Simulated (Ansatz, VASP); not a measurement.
This is a calculation of TePb for VASP 6.6.1.

Contents of INCAR:

```
ALGO = Normal
EDIFF = 1E-6
ENCUT = 520
GGA = PE
ISIF = 2
ISMEAR = -1
LASPH = T
LCHARG = F
LREAL = F
LWAVE = F
NBANDS = 17
NELM = 100
PREC = Accurate
SIGMA = 0.05
```

File KPOINTS:

```
k-points
0
Gamma
  3 3 3
```

File POSCAR:

```
TePb
1.0
    0.0000000000      3.2310000000      3.2310000000
    3.2310000000      0.0000000000      3.2310000000
    3.2310000000      3.2310000000      0.0000000000
Pb Te
1 1
Direct
    0.0000000000      0.0000000000      0.0000000000
    0.5000000000      0.5000000000      0.5000000000
```

Potentials or basis: VASP PAW PBE potentials, release 64 (Pb_d, Te).

Run with:

```console
$ cat potpaw_PBE.64/Pb_d/POTCAR potpaw_PBE.64/Te/POTCAR > POTCAR
$ mpirun -np 1 vasp_std > vasp.out
```

Problem. Set up the same calculation for Ansatz 0.2.0. Potentials there: Ansatz PAW.

Solution. As run (the cutoff follows the program's own potentials):

File input.yaml:

```yaml
crystal:
  lattice:
    - [0.0, 3.231, 3.231]
    - [3.231, 0.0, 3.231]
    - [3.231, 3.231, 0.0]
  atoms:
    - { symbol: Pb, position: [0.0, 0.0, 0.0] }
    - { symbol: Te, position: [0.5, 0.5, 0.5] }
hamiltonian:
  xc: pbe
  pseudopotentials: { kind: paw }
kpoints:
  mp_grid: { grid: [3, 3, 3] }
scf:
  occupations: { method: fermi_dirac, width: 0.05 }
output:
  forces: true
  stress: true
  eigenvalues: true
```

Potentials or basis: Ansatz PAW.

Launch:

```console
$ ansatz run input.yaml --threads 2 --pin off --max-ram 5120MiB --backend cpu --events-out ev --progress --plain --runs-dir out
```

Both were run:

|  | VASP | Ansatz | Ansatz less VASP |
| --- | --- | --- | --- |
| pressure (GPa) | 2.0 | 2.1 | +0.05 |

VASP's potentials hold 20 valence electrons a cell and Ansatz's 30, so a difference there can come from the potentials and not from the codes.

The k mesh is coarse, so the values compare programs but aren't converged. Neither program's run includes spin-orbit coupling.
